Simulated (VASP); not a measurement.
# NiPt (P4/mmm) in VASP: a series of runs

Runs on NiPt. Level: LDA. Tasks: single point.

Everything below comes from runs of VASP 6.6.1. Logs are shortened: lines on timing, memory, paths and dates and some standing lists are left out, and cuts for length are marked.

## Step 1: The cell of the first run

Symmetry: P4/mmm, No. 123, tetragonal system. The conventional cell has a = 2.710 Å, b = 2.710 Å, c = 3.578 Å, α = 90.00°, β = 90.00°, γ = 90.00°. Ni (site symmetry 4/mmm) has 8 Pt at 2.62 Å and 4 Ni at 2.71 Å within 3.5 Å. Within 3.5 Å of Pt (site symmetry 4/mmm) lie 8 Ni at 2.62 Å and 4 Pt at 2.71 Å.

## Step 2: Single point, LDA, non-collinear spin, typed start

File INCAR:

```
ALGO = Normal
EDIFF = 1E-7
ENCUT = 520
GGA = CA
ISIF = 2
ISMEAR = -1
LASPH = True
LCHARG = False
LMAXMIX = 4
LNONCOLLINEAR = True
LORBIT = 11
LREAL = False
LWAVE = False
MAGMOM = 0 0 0.4 0 0 0.2
NBANDS = 32
NELM = 150
PREC = Accurate
SIGMA = 0.1
```

File KPOINTS:

```
k-points
0
Gamma
  11 11 8
```

File POSCAR:

```
NiPt
1.0
    2.7099397941      0.0000000000      0.0000000000
    0.0000000000      2.7099397941      0.0000000000
    0.0000000000      0.0000000000      3.5783200000
Ni Pt
1 1
Direct
    0.5000000000      0.5000000000      0.5000000000
    0.0000000000      0.0000000000      0.0000000000
```

Potentials or basis: VASP PAW LDA potentials, release 64 (Ni, Pt).

Launch:

```
$ cat potpaw_LDA.64/Ni/POTCAR potpaw_LDA.64/Pt/POTCAR > POTCAR
$ mpirun -np 1 vasp_ncl > vasp.out
```

OUTCAR:

```text
EDIFF = 1E-7
   ENCUT = 520
   GGA = CA
   ISIF = 2
   ISMEAR = -1
   LASPH = True
   LNONCOLLINEAR = True
   LORBIT = 11
   LREAL = False
   NELM = 150
   PREC = Accurate

 ion  position               nearest neighbor table
   1  0.500  0.500  0.500-   2 2.62   2 2.62   2 2.62   2 2.62   2 2.62   2 2.62   2 2.62   2 2.62

   2  0.000  0.000  0.000-   1 2.62   1 2.62   1 2.62   1 2.62   1 2.62   1 2.62   1 2.62   1 2.62

  LATTYP: Found a simple tetragonal cell.
 ALAT       =     2.7099397941
 C/A-ratio  =     1.3204426193

  Lattice vectors:

 A1 = (   2.7099397941,   0.0000000000,   0.0000000000)
 A2 = (   0.0000000000,   2.7099397941,   0.0000000000)
 A3 = (   0.0000000000,   0.0000000000,   3.5783200000)

Analysis of symmetry for initial positions (statically):
=====================================================================
 Subroutine PRICEL returns:
 Original cell was already a primitive cell.

 Routine SETGRP: Setting up the symmetry group for a
 simple tetragonal supercell.

 Subroutine GETGRP returns: Found 16 space group operations
 (whereof 16 operations were pure point group operations)
 out of a pool of 16 trial point group operations.

The static configuration has the point symmetry D_4h.

Analysis of symmetry for dynamics (positions and initial velocities):
=====================================================================
 Subroutine PRICEL returns:
 Original cell was already a primitive cell.

 Routine SETGRP: Setting up the symmetry group for a
 simple tetragonal supercell.

 Subroutine GETGRP returns: Found 16 space group operations
 (whereof 16 operations were pure point group operations)
 out of a pool of 16 trial point group operations.

The dynamic configuration has the point symmetry D_4h.

Analysis of structural, dynamic, and magnetic symmetry:
=====================================================================
 Subroutine PRICEL returns:
 Original cell was already a primitive cell.

 Routine SETGRP: Setting up the symmetry group for a
 simple tetragonal supercell.

 Subroutine GETGRP returns: Found  8 space group operations
 (whereof  8 operations were pure point group operations)
 out of a pool of 16 trial point group operations.

The overall configuration has the point symmetry C_4h.

 Subroutine INISYM returns: Found  8 space group operations
 (whereof  8 operations are pure point group operations),
 and found     1 'primitive' translations

----------------------------------------------------------------------------------------

                                     Primitive cell

  volume of cell :      26.2784

  direct lattice vectors                    reciprocal lattice vectors
     2.709939794  0.000000000  0.000000000     0.369011888  0.000000000  0.000000000
     0.000000000  2.709939794  0.000000000     0.000000000  0.369011888  0.000000000
     0.000000000  0.000000000  3.578320000     0.000000000  0.000000000  0.279460753

  length of vectors
     2.709939794  2.709939794  3.578320000     0.369011888  0.369011888  0.279460753

  position of ions in fractional coordinates (direct lattice)
     0.500000000  0.500000000  0.500000000
     0.000000000  0.000000000  0.000000000

  ion indices of the primitive-cell ions
   primitive index   ion index
                 1           1
                 2           2

----------------------------------------------------------------------------------------

 KPOINTS: k-points

Automatic generation of k-mesh.
 Grid dimensions read from file:
 generate k-points for:   11   11    8

 Generating k-lattice:

  Cartesian coordinates                     Fractional coordinates (reciprocal lattice)
     0.033546535  0.000000000  0.000000000     0.090909091  0.000000000  0.000000000
     0.000000000  0.033546535  0.000000000     0.000000000  0.090909091  0.000000000
     0.000000000  0.000000000  0.034932594     0.000000000  0.000000000  0.125000000

  Length of vectors
     0.033546535  0.033546535  0.034932594

  Shift w.r.t. Gamma in fractional coordinates (k-lattice)
     0.000000000  0.000000000  0.000000000

 Subroutine IBZKPT returns following result:
 ===========================================

 Found    155 irreducible k-points:

 Following reciprocal coordinates:
            Coordinates               Weight
  0.000000  0.000000  0.000000      1.000000
  0.090909  0.000000  0.000000      4.000000
  0.181818  0.000000  0.000000      4.000000
  0.272727  0.000000  0.000000      4.000000
  0.363636  0.000000  0.000000      4.000000
  0.454545  0.000000  0.000000      4.000000
[... 16 lines left out ...]
  0.272727  0.272727  0.000000      4.000000
  0.363636  0.272727  0.000000      4.000000
 [... further k-points ...]
   k-points           NKPTS =    155   k-points in BZ     NKDIM =    155   number of bands    NBANDS=     32
   number of dos      NEDOS =    301   number of ions     NIONS =      2
   total plane-waves  NPLWV =  11200
   dimension x,y,z NGX =    20 NGY =   20 NGZ =   28
   dimension x,y,z NGXF=    40 NGYF=   40 NGZF=   56
   ions per type =               1   1
   NGX,Y,Z   is equivalent  to a cutoff of  12.27, 12.27, 13.01 a.u.
   NGXF,Y,Z  is equivalent  to a cutoff of  24.54, 24.54, 26.02 a.u.
 SYSTEM =  unknown system
   PREC   = accura    normal or accurate (medium, high low for compatibility)
   ISTART =      0    job   : 0-new  1-cont  2-samecut
   ICHARG =      2    charge: 1-file 2-atom 10-const
   ISPIN  =      1    spin polarized calculation?
   LNONCOLLINEAR =      T non collinear calculations
   LSORBIT =      F    spin-orbit coupling
   LASPH  =      T    aspherical Exc in radial PAW
   ENCUT  =  520.0 eV  38.22 Ry    6.18 a.u.   5.04  5.04  6.65*2*pi/ulx,y,z
   NELM   =    150;   NELMIN=  2; NELMDL= -5     # of ELM steps
   EDIFF  = 0.1E-06   stopping-criterion for ELM
   LREAL  =      F    real-space projection
   EDIFFG = 0.1E-05   stopping-criterion for IOM
   NSW    =      0    number of steps for IOM
   IBRION =     -1    ionic relax: 0-MD 1-quasi-New 2-CG
   NFREE  =      0    steps in history (QN), initial steepest desc. (CG)
   ISIF   =      2    stress and relaxation
   ISYM   =      2    0-nonsym 1-usesym 2-fastsym
   POTIM  = 0.5000    time-step for ionic-motion
   TEBEG  =    0.0;   TEEND  =   0.0 temperature during run
   PSTRESS=    0.0 pullay stress
   NELECT =      20.0000    total number of electrons
   NUPDOWN=      -1.0000    fix difference up-down
   EMIN   =  10.00;   EMAX   =-10.00  energy-range for DOS
   EFERMI =   0.00;   METHOD = LEGACY
   ISMEAR =    -1;   SIGMA  =   0.10  broadening in eV -4-tet -1-fermi 0-gaus
   EFERMI_NEDOS =   21; number of points for ismear=-14 and -15
   IALGO  =     38    algorithm
   IMIX   =      4    mixing-type and parameters
     AMIX     =   0.40;   BMIX     =  1.00
     AMIX_MAG =   1.60;   BMIX_MAG =  1.00
  volume/ion in A,a.u.               =      13.14        88.67
  Fermi-wavevector in a.u.,A,eV,Ry     =   1.494693  2.824560 30.396875  2.234107
  Thomas-Fermi vector in A             =   2.606933
   LORBIT       =     11    0 simple, 1 ext, 2 COOP (PROOUT), +10 PAW based schemes
   GGA     = CA    functional components
   LHFCALC =     F    Hartree Fock is set to
   AEXX    =    0.0000 exact exchange contribution
   IVDW    =     0    specifies the selected vdW correction
   LEPSILON=     F    determine dielectric tensor
   LRPA    =     F    only Hartree local field effects (RPA)
  energy-cutoff  :      520.00
  volume of cell :       26.28
 maximum number of plane-waves:      1448
   NGX = 11   NGY = 11   NGZ = 13

 number of electron      20.0000010 magnetization      -0.0000000     -0.0000000      0.3695671

 number of electron      20.0000010 magnetization       0.0000000      0.0000000      0.3543198

 number of electron      20.0000010 magnetization      -0.0000000      0.0000000      0.3544195

 Free energy of the ion-electron system (eV)
  ---------------------------------------------------
  ext. energy  EPLUGINS =         0.00000000
  ---------------------------------------------------
  free energy    TOTEN  =       -14.25465250 eV

  energy without entropy =      -14.13244615  energy(sigma->0) =      -14.19354932

 E-fermi :  10.0262     XC(G=0): -13.5767

 val. band max:       10.0259510911   @ k =   0.3636   0.0000   0.0000
 cond. band min:      10.0292117279   @ k =   0.3636   0.2727   0.1250
 fundamental gap:      0.0032606368
 Fermi energy:        10.0261835786

 k-point     1 :       0.0000    0.0000    0.0000
  band No.  band energies     occupation
      1       0.3972      1.00000
      2       0.4174      1.00000
      3       4.0019      1.00000
      4       4.0622      1.00000
      5       4.0835      1.00000
      6       4.1428      1.00000
[... 24 lines left out ...]
     31      28.1265      0.00000
     32      28.1382      0.00000
[... 774 lines left out ...]
      2       4.0312      1.00000
      3       5.0537      1.00000
      4       5.1217      1.00000
      5       5.3459      1.00000
      6       5.4455      1.00000
[... 24 lines left out ...]
     31      25.4261      0.00000
     32      25.4707      0.00000

 [... further k-points ...]

------------------------ aborting loop because EDIFF is reached ----------------------------------------

  FORCE on cell =-STRESS in cart. coord.  units (eV):
  Direction    XX          YY          ZZ          XY          YZ          ZX
  --------------------------------------------------------------------------------------
  -------------------------------------------------------------------------------------
  Total       -2.0770077     -2.0770077     -1.9260113      0.0000001      0.0000000      0.0000000
  in kB     -126.6339741   -126.6339741   -117.4278065      0.0000045      0.0000000      0.0000000
  external PRESSURE =    -123.5652516 kB  Pullay stress =       0.0000000 kB

 VOLUME and BASIS-vectors are now :
 -----------------------------------------------------------------------------
  energy-cutoff  :      520.00
  volume of cell :       26.28
      direct lattice vectors                 reciprocal lattice vectors
     2.709939794  0.000000000  0.000000000     0.369011888  0.000000000  0.000000000
     0.000000000  2.709939794  0.000000000     0.000000000  0.369011888  0.000000000
     0.000000000  0.000000000  3.578320000     0.000000000  0.000000000  0.279460753

 POSITION                                       TOTAL-FORCE (eV/Angst)
 -----------------------------------------------------------------------------------
      1.35497      1.35497      1.78916         0.000000      0.000000      0.000000
      0.00000      0.00000      0.00000         0.000000      0.000000      0.000000
 -----------------------------------------------------------------------------------
    total drift:                               -0.000000      0.000000      0.000000

  FREE ENERGIE OF THE ION-ELECTRON SYSTEM (eV)
  ---------------------------------------------------
  free  energy   TOTEN  =       -14.2546524985 eV

  energy  without entropy=      -14.1324461483  energy(sigma->0) =      -14.19354932

 total charge

# of ion       s       p       d       tot
------------------------------------------
    1        0.439   0.462   8.342   9.243
    2        0.701   0.633   8.035   9.369
--------------------------------------------------
tot          1.140   1.096  16.377  18.613

 magnetization (x)

# of ion       s       p       d       tot
------------------------------------------
    1        0.000   0.000   0.000   0.000
    2        0.000  -0.000  -0.000  -0.000
--------------------------------------------------
tot          0.000  -0.000  -0.000  -0.000

 magnetization (y)

# of ion       s       p       d       tot
------------------------------------------
    1        0.000   0.000  -0.000  -0.000
    2        0.000   0.000   0.000   0.000
--------------------------------------------------
tot          0.000   0.000  -0.000  -0.000

 magnetization (z)

# of ion       s       p       d       tot
------------------------------------------
    1       -0.001  -0.002   0.253   0.250
    2       -0.002  -0.006   0.112   0.104
--------------------------------------------------
tot         -0.002  -0.008   0.365   0.354
```

Wall time 3 min (1 thread of AMD EPYC 9R45 (Zen 5), shared host); peak memory 0.28 GiB.

Results:

```
Free energy                                           : -14.2547 eV
Pressure                                              : -12.4 GPa
Band gap on the k mesh                                : zero (band 20 reaches 10.73 eV, above the bottom of band 21 at 9.13 eV)
Net moment                                            : 0.35 μB per cell
Valence electrons inside the program's atomic spheres : Ni 9.24; Pt 9.37
```

Moments on the atoms (μB; x, y, z):
```
Ni  0.00 0.00 0.25
Pt  0.00 0.00 0.10
```

Caveat: spin-orbit coupling is left out, which moves the levels of the heavy elements.

(Part 1 of 2 ends here.)
